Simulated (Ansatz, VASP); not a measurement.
## NaF: VASP beside Ansatz

Contents of POSCAR:

```
NaF
1.0
    0.0000000000      2.3201397650      2.2887504660
    2.3201397650      0.0000000000      2.2887504660
    2.3201397650      2.3201397650      0.0000000000
Na F
1 1
Direct
    0.0000000000      0.0000000000      0.0000000000
    0.5000000000      0.5000000000      0.5000000000
```

File INCAR.step1:

```
SYSTEM = NaF
ALGO = Normal
EDIFF = 1E-5
ENCUT = 520
GGA = PE
ISIF = 2
ISMEAR = 0
LASPH = .TRUE.
LCHARG = .FALSE.
LREAL = .FALSE.
LWAVE = .TRUE.
NBANDS = 14
NELM = 60
PREC = Accurate
SIGMA = 0.01
```

The input INCAR.step2:

```
SYSTEM = NaF
ALGO = Normal
EDIFF = 1E-7
ENCUT = 520
GGA = PE
HFSCREEN = 0.2079
ISIF = 2
ISMEAR = 0
ISTART = 1
LASPH = .TRUE.
LCHARG = .FALSE.
LHFCALC = .TRUE.
LREAL = .FALSE.
LWAVE = .FALSE.
NBANDS = 14
NELM = 60
PREC = Accurate
PRECFOCK = Normal
SIGMA = 0.01
```

The input KPOINTS:

```
k-points
0
G
  6 6 6
  0 0 0
```

Input for Ansatz:

```yaml
crystal:
  lattice:
    - [0.0, 2.320139765, 2.288750466]
    - [2.320139765, 0.0, 2.288750466]
    - [2.320139765, 2.320139765, 0.0]
  atoms:
    - { symbol: Na, position: [0.0, 0.0, 0.0] }
    - { symbol: F, position: [0.5, 0.5, 0.5] }
kpoints:
  mp_grid: { grid: [6, 6, 6] }
  band_path:
    path:
      - [0.0, 0.0, 0.0]
      - [0.5, 0.0, 0.5]
      - [0.625, 0.25, 0.625]
      - [0.375, 0.375, 0.75]
      - [0.5, 0.5, 0.5]
      - [0.5, 0.25, 0.75]
    npoints: 1
hamiltonian:
  xc: hse06
scf:
  occupations: { method: fixed }
  n_extra_bands: 4
output:
  forces: true
  stress: true
  eigenvalues: true
```

Change from the starting cell: epitaxial_xy strain +1.0%.

Alike in both runs: task single point; functional HSE06; k mesh 6 × 6 × 6; no spin polarisation.

|  | VASP | Ansatz |
| --- | --- | --- |
| version | VASP 6.6.1 | Ansatz 0.2.0 |
| potentials or method | VASP PAW PBE potentials, release 64 (Na_pv, F) | plane waves, PAW |
| plane-wave cutoff (eV) | 520 | 420 |
| occupations | gaussian, width 0.01 eV | fixed |
| valence electrons in the cell | 14 | 16 |

```csv
,VASP,Ansatz,Ansatz less VASP
gap on the k mesh at the Fermi level (eV),8.50,8.54,+0.031
pressure (GPa),0.8,0.6,-0.12
"traceless stress, the component that is largest in VASP (GPa)",0.81,0.78,-0.035
```

VASP's potentials hold 14 valence electrons a cell and Ansatz's 16, so a difference there can come from the potentials and not from the codes. Ansatz's warnings: stress exchange threshold loose, stress scf threshold loose.
